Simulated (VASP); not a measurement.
Crystal: Hf4C.

```
CELL_PARAMETERS angstrom
-2.18369 2.18369 4.16000
2.18369 -2.18369 4.16000
2.18369 2.18369 -4.16000
ATOMIC_POSITIONS crystal
Hf 0.75561 0.75561 0.00000
Hf 0.50000 0.00000 0.50000
Hf 0.00000 0.50000 0.50000
Hf 0.24439 0.24439 0.00000
C 0.00000 0.00000 0.00000
```

- Program: VASP 6.6.1
- Task: relaxation of cell and atoms
- Functional: PBE
- Potentials or basis: VASP PAW PBE potentials, release 64 (Hf_pv, C)
- Cutoff: 600 eV
- k mesh: 5 × 5 × 5
- Occupations: gaussian, width 0.2 eV
- Spin: no spin polarisation

At the start: pressure 37.4 GPa; volume 15.87 Å³/atom.

Problem. Where does the relaxation end?

Solution. Over 11 steps the energy falls by 350.3 meV/atom and the volume is 19.19 Å³/atom (+20.9 %); space group I4/mmm (No. 139, to 0.05 Å).

The path:
| step | energy change (eV) | largest force (eV/Å) | pressure (GPa) | volume (Å³) |
| --- | --- | --- | --- | --- |
| 1 | 0.0000 | 2.0813 | 37.40 | 79.35 |
| 2 | 1.9850 | 1.7569 | -24.36 | 129.79 |
| 3 | -1.6496 | 0.9532 | -2.04 | 96.32 |
| 4 | -1.6627 | 0.8441 | -0.13 | 95.03 |
| 5 | -1.6634 | 0.8127 | 0.40 | 94.68 |
| 6 | -1.7102 | 0.4383 | -0.30 | 95.53 |
| 7 | -1.7304 | 0.0066 | -0.95 | 96.48 |
| 8 | -1.7474 | 0.0929 | 1.17 | 95.21 |
| 9 | -1.7476 | 0.0863 | 1.00 | 95.31 |
| 10 | -1.7488 | 0.1277 | -0.65 | 96.46 |
| 11 | -1.7515 | 0.0349 | 0.08 | 95.94 |

Final structure:
```xyz
5
Lattice="-2.2747 2.2747 4.6354 2.2747 -2.2747 4.6354 2.2747 2.2747 -4.6354" Properties=species:S:1:pos:R:3 pbc="T T T"
Hf    0.0000    0.0000    7.0443
Hf    0.0000    2.2747    0.0000
Hf    2.2747    0.0000    0.0000
Hf    0.0000    0.0000    2.2264
C     0.0000    0.0000    0.0000
```

Caveat: the k points lie up to 0.39 Å⁻¹ apart in the final cell; the volume moved by over 15 % at a fixed basis, so the end points are rough; the relaxation stopped at a loose force limit of 0.08 eV/Å, so its end isn't a converged minimum.
